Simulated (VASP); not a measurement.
Here is a VASP 6.6.1 calculation.

File INCAR:

```
SYSTEM = Li2W
PREC = Accurate
ENCUT = 600
EDIFF = 1E-7
ISMEAR = 0
SIGMA = 0.1
LREAL = .False.
LASPH = .True.
NELM = 60
ALGO = Normal
ISIF = 3
LWAVE = .False.
LCHARG = .False.
GGA = PE
IBRION = 2
NSW = 90
EDIFFG = -0.04
```

File KPOINTS:

```
Automatic mesh
0
Gamma
  6 6 4
  0 0 0
```

Contents of POSCAR:

```
Li2W
1.0
    2.9908069900      0.0000000000      0.0000000000
   -1.4954035000      2.5901148300      0.0000000000
    0.0000000000      0.0000000000      6.2223591000
Li W
2 1
Direct
    0.6666666700      0.3333333300      0.8089595100
    0.6666666700      0.3333333300      0.1910404900
    0.3333333300      0.6666666700      0.5000000000
```

Potentials or basis: VASP PAW PBE potentials, release 64 (Li_sv, W_sv).

Launch:

```console
$ cat potpaw_PBE.64/Li_sv/POTCAR potpaw_PBE.64/W_sv/POTCAR > POTCAR
$ mpirun -np 1 vasp_std > vasp.out
```

Task: What does it give for the band gap on the k mesh?

Result: Zero (band 10 reaches 5.56 eV, above the bottom of band 11 at 3.32 eV).

Task: What does it give for the space group after relaxing (to 0.05 Å)?

Result: P-6m2 (No. 187).

Stress tensor (GPa, compression positive):
```
 0.03  0.00  0.00
 0.00  0.03  0.00
 0.00  0.00 -0.23
```

Caveat: the k points lie up to 0.44 Å⁻¹ apart in the final cell; the cutoff is under 1.25 times the usual one of these potentials, so pressure, stress and relaxed cells hold a basis-set (Pulay) error; spin-orbit coupling is left out, which moves the levels of the heavy elements.
